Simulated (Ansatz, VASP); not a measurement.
**Al: VASP beside Ansatz**

The input INCAR:

```
ALGO = Normal ; EDIFF = 1E-6
ENCUT = 520 ; GGA = PE
ISIF = 2 ; ISMEAR = 0
IVDW = 12 ; LASPH = T
LCHARG = F ; LREAL = F
LWAVE = F ; NBANDS = 14
NELM = 80 ; PREC = Accurate
SIGMA = 0.15
```

The input KPOINTS:

```
k-points
0
Gamma
  18 18 6
```

POSCAR

```
Al
1.0
    2.7950017369      0.0000000000      0.0000000000
   -1.3975008685      2.4205425077      0.0000000000
    0.0000000000      0.0000000000      8.9951540898
Al
4
Direct
    0.0000000000      0.0000000000      0.0000000000
    0.3333333333      0.6666666667      0.2500000000
    0.0000000000      0.0000000000      0.5000000000
    0.6666666667      0.3333333333      0.7500000000
```

Input for Ansatz:

```yaml
crystal:
  lattice:
    - [2.7950017369, 0.0, 0.0]
    - [-1.3975008685, 2.4205425077, 0.0]
    - [0.0, 0.0, 8.9951540898]
  atoms:
    - { symbol: Al, position: [0.0, 0.0, 0.0] }
    - { symbol: Al, position: [0.3333333333, 0.6666666667, 0.25] }
    - { symbol: Al, position: [0.0, 0.0, 0.5] }
    - { symbol: Al, position: [0.6666666667, 0.3333333333, 0.75] }
basis:
  ecutwfc: 420
kpoints:
  mp_grid: { grid: [18, 18, 6] }
hamiltonian:
  xc: pbe
  pseudopotentials: { kind: paw, azcp: { folder: soft_1 } }
  dispersion: d3bj
scf:
  occupations: { method: gaussian, width: 0.15 }
output:
  forces: true
  stress: true
  eigenvalues: true
```

Alike in both runs: task single point; functional PBE; dispersion D3(BJ); k mesh 18 × 18 × 6; occupations gaussian, width 0.15 eV; no spin polarisation.

|  | VASP | Ansatz |
| --- | --- | --- |
| version | VASP 6.6.1 | Ansatz 0.2.0 |
| potentials or method | VASP PAW PBE potentials, release 64 (Al), cutoff 520 eV | scalar-relativistic, plane waves, PAW |
| valence electrons in the cell | 12 | 12 |

Ansatz gave:

- gap on the k mesh at the Fermi level (eV): none
- pressure (GPa): 3.8
- traceless stress, the component that is largest in VASP (GPa): 1.54

What did VASP give for the same quantities?

gap on the k mesh at the Fermi level (eV): none; pressure (GPa): 3.8; traceless stress, the component that is largest in VASP (GPa): 1.55.

A gap of «none» marks a metal or a gap that the smearing closes.
